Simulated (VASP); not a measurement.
Runs of VASP 6.6.1 on Sn. The structure is that of space group I4/mmm (No. 139), or close to it. The cells are those of the table. 

```csv
task,level,potentials or basis,cell,k mesh,cutoff (eV),smearing,dipole correction,tolerance level,purpose,start,grid for exact exchange (PRECFOCK),gap on the mesh (eV),pressure (GPa)
relaxation of cell and atoms,LDA,"VASP PAW LDA potentials, release 64 (Sn_d)","relaxed to 5 GPa from a = 3.406 Å, angles 119.1, 117.2, 93.3°, 1 atom",11 × 11 × 11,600,fermi-dirac 0.05 eV,no,-,-,-,-,none,5.0
single point,PBE,"VASP PAW PBE potentials, release 64 (Sn_d)","a = 3.406 Å, angles 119.1, 117.2, 93.3°, 1 atom",13 × 13 × 13,400,methfessel-paxton 0.1 eV,-,tight,restart,from scratch,-,none,-1.0
single point,PBE0,"VASP PAW PBE potentials, release 64 (Sn_d)","a = 3.383 Å, angles 119.1, 117.2, 93.3°, 1 atom",6 × 6 × 6,520,fermi-dirac 0.05 eV,no,-,-,-,Normal,none,-1.0
single point,PBE,"VASP PAW PBE potentials, release 64 (Sn_d)","a = 3.406 Å, angles 119.1, 117.2, 93.3°, 1 atom",11 × 11 × 11,500,tetrahedron,no,-,-,-,-,none,-0.9
single point,LDA,"VASP PAW LDA potentials, release 64 (Sn_d)","a = 3.337 Å, angles 119.1, 117.2, 93.3°, 1 atom",11 × 11 × 11,520,fermi-dirac 0.05 eV,no,-,-,-,-,none,(a)
single point,LDA,"VASP PAW LDA potentials, release 64 (Sn_d)","a = 3.383 Å, angles 119.1, 117.2, 93.3°, 1 atom",11 × 11 × 11,520,fermi-dirac 0.05 eV,no,-,-,-,-,none,-4.1
single point,PBEsol-based screened hybrid with 25 % exact exchange,"VASP PAW PBE potentials, release 64 (Sn_d)","a = 3.406 Å, angles 119.1, 117.2, 93.3°, 1 atom",6 × 6 × 6,400,fermi-dirac 0.05 eV,no,-,-,-,Normal,none,-3.1
```

Alike in all rows: no spin polarisation.

**Question.** Fill in the values left out.

**Answer.** (a) -2.2.

Caveats: some runs use coarse meshes; spin-orbit coupling is left out, which moves the levels of the heavy elements; the PAW data sets were made with another functional, which shifts forces and pressure a little (at least some runs); the cell is relaxed towards a set pressure, so the run minimises the enthalpy, not the energy (at least some runs); tetrahedron occupations give inexact forces and stress in metals (at least some runs); the cell stands under tension (at least some runs).

A k mesh can miss the band edges, and the runs leave out spin-orbit coupling on Sn.

A gap of «none» marks levels without a gap at the run's occupations.
